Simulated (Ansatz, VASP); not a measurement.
**TiTe2 in VASP and in Ansatz**

Contents of POSCAR:

```
TiTe2
1.0
    3.7770000000      0.0000000000      0.0000000000
   -1.8885000000      3.2709779501      0.0000000000
    0.0000000000      0.0000000000      6.4980000000
Ti Te
1 2
Direct
    0.0000000000      0.0000000000      0.0000000000
    0.6666666667      0.3333333333      0.2632543732
    0.3333333333      0.6666666667      0.7367456268
```

The input INCAR.step1:

```
  ALGO = Normal
  EDIFF = 1E-5
  ENCUT = 440
  GGA = PE
  GGA_COMPAT = F
  ISMEAR = -1
  LASPH = T
  LCHARG = F
  LREAL = F
  LWAVE = T
  NBANDS = 19
  NELM = 120
  PREC = Accurate
  SIGMA = 0.05
```

File INCAR.step2:

```
  ALGO = Normal
  EDIFF = 1E-8
  ENCUT = 440
  GGA_COMPAT = F
  ISIF = 2
  ISMEAR = -1
  ISTART = 1
  LASPH = T
  LCHARG = F
  LEFG = T
  LMIXTAU = T
  LREAL = F
  LWAVE = F
  METAGGA = R2SCAN
  NBANDS = 19
  NELM = 120
  PREC = Accurate
  SIGMA = 0.05
```

File KPOINTS:

```
k-points
0
Gamma
  10 10 5
```

Input for Ansatz:

```yaml
crystal:
  lattice:
    - [3.777, 0.0, 0.0]
    - [-1.8885, 3.2709779501, 0.0]
    - [0.0, 0.0, 6.498]
  atoms:
    - { symbol: Ti, position: [0.0, 0.0, 0.0] }
    - { symbol: Te, position: [0.6666666667, 0.3333333333, 0.2632543732] }
    - { symbol: Te, position: [0.3333333333, 0.6666666667, 0.7367456268] }
kpoints:
  mp_grid: { grid: [10, 10, 5] }
scf:
  occupations: { method: fermi_dirac, width: 0.05 }
hamiltonian:
  xc: r2scan
  pseudopotentials: { kind: paw }
output:
  forces: true
  stress: true
  populations: true
  efg: { quadrupole_moments_barn: { Ti: 0.247 }, contact_densities: true }
  write_density: true
  write_potential: true
  elf: true
  volumetric_format: npy
```

Alike in both runs: task electric field gradients; functional r2SCAN; k mesh 10 × 10 × 5; occupations fermi-dirac, width 0.05 eV; no spin polarisation.

|  | VASP | Ansatz |
| --- | --- | --- |
| version | VASP 6.6.1 | Ansatz 0.2.0 |
| potentials or method | VASP PAW PBE potentials, release 64 (Ti_sv, Te) | plane-wave PAW, scalar-relativistic |
| plane-wave cutoff (eV) | 440 | 500 |
| valence electrons in the cell | 24 | 44 |

```csv
,VASP,Ansatz,Ansatz less VASP
pressure (GPa),0.9,0.9,-0.06
"traceless stress, the component that is largest in VASP (GPa)",-0.29,-0.26,+0.034
rms of the force components (eV/Å),0.098,0.107,+0.0090
size of Vzz on the site where it differs most (V/Å²),60.7,62.7,+1.98
```

VASP's potentials were made for PBE, not for r2SCAN. Atom by atom the forces differ by 0.009 eV/Å (rms over components). With one functional, cell and mesh, what is left measures potentials, basis and numerics. VASP's potentials hold 24 valence electrons a cell and Ansatz's 44, so a difference there can come from the potentials and not from the codes.

Spin-orbit coupling is off throughout.
